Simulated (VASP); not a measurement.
# SiW3 in VASP: notebook

Runs on SiW3. Level: PBE. Tasks: single point.

Everything below comes from runs of VASP 6.6.1. Logs are shortened: lines on timing, memory, paths and dates and some standing lists are left out, and cuts for length are marked.

### Step 1. The cell of the first run

Symmetry: Im-3m, No. 229, cubic system. Conventional cell: a = 5.077 Å, b = 5.077 Å, c = 5.077 Å, α = 90.00°, β = 90.00°, γ = 90.00°. Si (site symmetry m-3m) has 6 W at 2.54 Å within 3.4 Å. Within 3.4 Å of W (site symmetry 4/mmm) lie 2 Si at 2.54 Å and 4 W at 2.54 Å.

### Step 2. Single point, PBE (strain -0.025 along x and y, -0.025 along z)

INCAR reads:

```
PREC = Accurate
ENCUT = 520
EDIFF = 1E-6
ISMEAR = 0
SIGMA = 0.15
LREAL = False
LASPH = True
NELM = 100
ALGO = Fast
ISIF = 2
LWAVE = False
LCHARG = False
GGA = PE
NBANDS = 31
```

KPOINTS reads:

```
Automatic mesh
0
Gamma
  14 14 14
```

POSCAR reads:

```
SiW3
1.0
   -2.5386720360      2.5386720360      2.5386720360
    2.5386720360     -2.5386720360      2.5386720360
    2.5386720360      2.5386720360     -2.5386720360
Si W
1 3
Direct
    0.0000000000      0.0000000000      0.0000000000
    0.5000000000      0.5000000000      0.0000000000
    0.5000000000      0.0000000000      0.5000000000
    0.0000000000      0.5000000000      0.5000000000
```

Potentials or basis: VASP PAW PBE potentials, release 64 (Si, W_sv).

Command:

```sh
$ cat potpaw_PBE.64/Si/POTCAR potpaw_PBE.64/W_sv/POTCAR > POTCAR
$ mpirun -np 1 vasp_std > vasp.out
```

OUTCAR:

```text
PREC = Accurate
   ENCUT = 520
   EDIFF = 1E-6
   ISMEAR = 0
   LREAL = False
   LASPH = True
   NELM = 100
   ISIF = 2
   GGA = PE

 ion  position               nearest neighbor table
   1  0.000  0.000  0.000-   2 2.54   3 2.54   4 2.54   4 2.54   3 2.54   2 2.54
   2  0.500  0.500  0.000-   1 2.54   3 2.54   4 2.54   3 2.54   4 2.54   1 2.54
   3  0.500  0.000  0.500-   1 2.54   2 2.54   4 2.54   2 2.54   1 2.54   4 2.54
   4  0.000  0.500  0.500-   1 2.54   2 2.54   3 2.54   1 2.54   2 2.54   3 2.54

  LATTYP: Found a body centered cubic cell.
 ALAT       =     5.0773440720

  Lattice vectors:

 A1 = (  -2.5386720360,   2.5386720360,   2.5386720360)
 A2 = (   2.5386720360,  -2.5386720360,   2.5386720360)
 A3 = (   2.5386720360,   2.5386720360,  -2.5386720360)

Analysis of symmetry for initial positions (statically):
=====================================================================
 Subroutine PRICEL returns:
 Original cell was already a primitive cell.

 Routine SETGRP: Setting up the symmetry group for a
 body centered cubic supercell.

 Subroutine GETGRP returns: Found 48 space group operations
 (whereof 48 operations were pure point group operations)
 out of a pool of 48 trial point group operations.

The static configuration has the point symmetry O_h .

Analysis of symmetry for dynamics (positions and initial velocities):
=====================================================================
 Subroutine PRICEL returns:
 Original cell was already a primitive cell.

 Routine SETGRP: Setting up the symmetry group for a
 body centered cubic supercell.

 Subroutine GETGRP returns: Found 48 space group operations
 (whereof 48 operations were pure point group operations)
 out of a pool of 48 trial point group operations.

The dynamic configuration has the point symmetry O_h .

 Subroutine INISYM returns: Found 48 space group operations
 (whereof 48 operations are pure point group operations),
 and found     1 'primitive' translations

----------------------------------------------------------------------------------------

                                     Primitive cell

  volume of cell :      65.4455

  direct lattice vectors                    reciprocal lattice vectors
    -2.538672036  2.538672036  2.538672036     0.000000000  0.196953365  0.196953365
     2.538672036 -2.538672036  2.538672036     0.196953365  0.000000000  0.196953365
     2.538672036  2.538672036 -2.538672036     0.196953365  0.196953365  0.000000000

  length of vectors
     4.397108950  4.397108950  4.397108950     0.278534120  0.278534120  0.278534120

  position of ions in fractional coordinates (direct lattice)
     0.000000000  0.000000000  0.000000000
     0.500000000  0.500000000  0.000000000
     0.500000000  0.000000000  0.500000000
     0.000000000  0.500000000  0.500000000

  ion indices of the primitive-cell ions
   primitive index   ion index
                 1           1
                 2           2
                 3           3
                 4           4

----------------------------------------------------------------------------------------

 KPOINTS: Automatic mesh

Automatic generation of k-mesh.
 Grid dimensions read from file:
 generate k-points for:   14   14   14

 Generating k-lattice:

  Cartesian coordinates                     Fractional coordinates (reciprocal lattice)
     0.000000000  0.014068097  0.014068097     0.071428571  0.000000000  0.000000000
     0.014068097  0.000000000  0.014068097     0.000000000  0.071428571  0.000000000
     0.014068097  0.014068097  0.000000000     0.000000000  0.000000000  0.071428571

  Length of vectors
     0.019895294  0.019895294  0.019895294

  Shift w.r.t. Gamma in fractional coordinates (k-lattice)
     0.000000000  0.000000000  0.000000000

 Subroutine IBZKPT returns following result:
 ===========================================

 Found    104 irreducible k-points:

 Following reciprocal coordinates:
            Coordinates               Weight
  0.000000  0.000000  0.000000      1.000000
  0.071429  0.000000  0.000000     12.000000
  0.142857  0.000000  0.000000     12.000000
  0.214286  0.000000  0.000000     12.000000
  0.285714  0.000000  0.000000     12.000000
  0.357143  0.000000  0.000000     12.000000
[... 16 lines left out ...]
  0.285714  0.285714  0.000000     24.000000
  0.357143  0.285714 -0.000000     24.000000
 [... further k-points ...]
   k-points           NKPTS =    104   k-points in BZ     NKDIM =    104   number of bands    NBANDS=     31
   number of dos      NEDOS =    301   number of ions     NIONS =      4
   total plane-waves  NPLWV =  46656
   dimension x,y,z NGX =    36 NGY =   36 NGZ =   36
   dimension x,y,z NGXF=    72 NGYF=   72 NGZF=   72
   ions per type =               1   3
   NGX,Y,Z   is equivalent  to a cutoff of  13.61, 13.61, 13.61 a.u.
   NGXF,Y,Z  is equivalent  to a cutoff of  27.22, 27.22, 27.22 a.u.
 SYSTEM =  unknown system
   PREC   = accura    normal or accurate (medium, high low for compatibility)
   ISTART =      0    job   : 0-new  1-cont  2-samecut
   ICHARG =      2    charge: 1-file 2-atom 10-const
   ISPIN  =      1    spin polarized calculation?
   LNONCOLLINEAR =      F non collinear calculations
   LSORBIT =      F    spin-orbit coupling
   LASPH  =      T    aspherical Exc in radial PAW
   ENCUT  =  520.0 eV  38.22 Ry    6.18 a.u.   8.18  8.18  8.18*2*pi/ulx,y,z
   NELM   =    100;   NELMIN=  2; NELMDL= -5     # of ELM steps
   EDIFF  = 0.1E-05   stopping-criterion for ELM
   LREAL  =      F    real-space projection
[... 7 lines left out ...]
   TEBEG  =    0.0;   TEEND  =   0.0 temperature during run
   PSTRESS=    0.0 pullay stress
   NELECT =      46.0000    total number of electrons
   NUPDOWN=      -1.0000    fix difference up-down
   EMIN   =  10.00;   EMAX   =-10.00  energy-range for DOS
   EFERMI =   0.00;   METHOD = LEGACY
   ISMEAR =     0;   SIGMA  =   0.15  broadening in eV -4-tet -1-fermi 0-gaus
   EFERMI_NEDOS =   21; number of points for ismear=-14 and -15
   IALGO  =     68    algorithm
   IMIX   =      4    mixing-type and parameters
     AMIX     =   0.40;   BMIX     =  1.00
     AMIX_MAG =   1.60;   BMIX_MAG =  1.00
  volume/ion in A,a.u.               =      16.36       110.41
  Fermi-wavevector in a.u.,A,eV,Ry     =   1.455574  2.750635 28.826590  2.118695
  Thomas-Fermi vector in A             =   2.572592
   LORBIT       =      0    0 simple, 1 ext, 2 COOP (PROOUT), +10 PAW based schemes
   GGA     = PE    functional components
   LHFCALC =     F    Hartree Fock is set to
   AEXX    =    0.0000 exact exchange contribution
   IVDW    =     0    specifies the selected vdW correction
   LEPSILON=     F    determine dielectric tensor
   LRPA    =     F    only Hartree local field effects (RPA)
 non-spin polarized calculation
 RMM-DIIS sequential band-by-band and
 Gauss-broadening in eV      SIGMA  =   0.15
  energy-cutoff  :      520.00
  volume of cell :       65.45
 maximum number of plane-waves:      1830
 NGX is ok and might be reduce to    36
   NGX = 17   NGY = 17   NGZ = 17

 number of electron      45.9999993 magnetization

 Free energy of the ion-electron system (eV)
  ---------------------------------------------------
  ext. energy  EPLUGINS =         0.00000000
  ---------------------------------------------------
  free energy    TOTEN  =       -38.63891916 eV

  energy without entropy =      -38.59034588  energy(sigma->0) =      -38.61463252

 E-fermi :  10.0922     XC(G=0): -12.6573

 val. band max:       10.0921324034   @ k =  -0.4286   0.4286   0.4286
 cond. band min:      10.1014975512   @ k =   0.5000   0.5000   0.5000
 fundamental gap:      0.0093651478
 Fermi energy:        10.0921946149

 k-point     1 :       0.0000    0.0000    0.0000
  band No.  band energies     occupation
      1     -63.8516      2.00000
      2     -63.6281      2.00000
      3     -63.6281      2.00000
      4     -28.8084      2.00000
      5     -28.8084      2.00000
      6     -28.8084      2.00000
[... 23 lines left out ...]
     30      14.2061      0.00000
     31      15.9993      0.00000

 k-point     2 :       0.0714    0.0000    0.0000
  band No.  band energies     occupation
      1     -63.8491      2.00000
      2     -63.6306      2.00000
      3     -63.6282      2.00000
      4     -28.8088      2.00000
      5     -28.7899      2.00000
      6     -28.7888      2.00000
[... 23 lines left out ...]
     30      14.1227      0.00000
     31      15.7673      0.00000

 k-point     3 :       0.1429    0.0000    0.0000
  band No.  band energies     occupation
      1     -63.8417      2.00000
      2     -63.6379      2.00000
      3     -63.6283      2.00000
      4     -28.8098      2.00000
      5     -28.7351      2.00000
      6     -28.7308      2.00000
[... 23 lines left out ...]
     30      13.9053      0.00000
     31      15.1905      0.00000

 k-point     4 :       0.2143    0.0000    0.0000
  band No.  band energies     occupation
      1     -63.8301      2.00000
      2     -63.6495      2.00000
      3     -63.6286      2.00000
      4     -28.8113      2.00000
      5     -28.6463      2.00000
      6     -28.6372      2.00000
[... 23 lines left out ...]
     30      13.6805      0.00000
     31      14.5354      0.00000

 k-point     5 :       0.2857    0.0000    0.0000
  band No.  band energies     occupation
      1     -63.8150      2.00000
      2     -63.6645      2.00000
      3     -63.6290      2.00000
      4     -28.8130      2.00000
      5     -28.5273      2.00000
      6     -28.5124      2.00000
[... 23 lines left out ...]
     30      13.5506      0.00000
     31      13.6649      0.00000
[... 542 lines left out ...]
     30      13.7900      0.00000
     31      14.9050      0.00000

 k-point    22 :       0.3571    0.2143    0.0000
  band No.  band energies     occupation
      1     -63.7626      2.00000
      2     -63.7163      2.00000
      3     -63.6301      2.00000
      4     -28.6528      2.00000
      5     -28.3917      2.00000
      6     -28.2476      2.00000
[... 23 lines left out ...]
     30      13.2118      0.00000
     31      14.8751      0.00000

 k-point    23 :       0.2857    0.2857    0.0000
  band No.  band energies     occupation
      1     -63.7600      2.00000
      2     -63.7189      2.00000
      3     -63.6302      2.00000
      4     -28.5401      2.00000
      5     -28.5266      2.00000
      6     -28.2502      2.00000
[... 23 lines left out ...]
     30      13.5835      0.00000
     31      14.5566      0.00000

 k-point    24 :       0.3571    0.2857   -0.0000
  band No.  band energies     occupation
      1     -63.7485      2.00000
      2     -63.7303      2.00000
      3     -63.6303      2.00000
      4     -28.5348      2.00000
      5     -28.4023      2.00000
      6     -28.3835      2.00000
[... 23 lines left out ...]
     30      13.1919      0.00000
     31      14.3986      0.00000

 [... further k-points ...]
[... 5 lines left out ...]
  --------------------------------------------------------------------------------------
  -------------------------------------------------------------------------------------
  Total        7.1773046      7.1773046      7.1773046      0.0000000      0.0000000     -0.0000000
  in kB      175.7082568    175.7082568    175.7082568      0.0000000      0.0000000     -0.0000000
  external PRESSURE =     175.7082568 kB  Pullay stress =       0.0000000 kB

 VOLUME and BASIS-vectors are now :
 -----------------------------------------------------------------------------
  energy-cutoff  :      520.00
  volume of cell :       65.45
      direct lattice vectors                 reciprocal lattice vectors
    -2.538672036  2.538672036  2.538672036     0.000000000  0.196953365  0.196953365
     2.538672036 -2.538672036  2.538672036     0.196953365  0.000000000  0.196953365
     2.538672036  2.538672036 -2.538672036     0.196953365  0.196953365  0.000000000

 POSITION                                       TOTAL-FORCE (eV/Angst)
 -----------------------------------------------------------------------------------
      0.00000      0.00000      0.00000        -0.000000      0.000000     -0.000000
      0.00000      0.00000      2.53867         0.000000      0.000000      0.000000
      0.00000      2.53867      0.00000        -0.000000     -0.000000     -0.000000
      2.53867      0.00000      0.00000         0.000000      0.000000     -0.000000
 -----------------------------------------------------------------------------------
    total drift:                                0.000000      0.000000     -0.000000

  FREE ENERGIE OF THE ION-ELECTRON SYSTEM (eV)
  ---------------------------------------------------
  free  energy   TOTEN  =       -38.6389191553 eV

  energy  without entropy=      -38.5903458790  energy(sigma->0) =      -38.61463252
```

Wall time 99 s (1 thread of Intel Xeon 6975P-C (Granite Rapids), shared host); peak memory 0.32 GiB.

What came out:

| Quantity | Value |
| --- | --- |
| Free energy | -38.6389 eV |
| Pressure | 17.6 GPa |
| Band gap on the k mesh | zero (bands 23 and 24 overlap by 1.81 eV) |

Caveat: the cell differs from its parent crystal (strain -0.025 along x and y, -0.025 along z); the cell stands under pressure; spin-orbit coupling is left out, which moves the levels of the heavy elements.

[end of part 1 of 2]
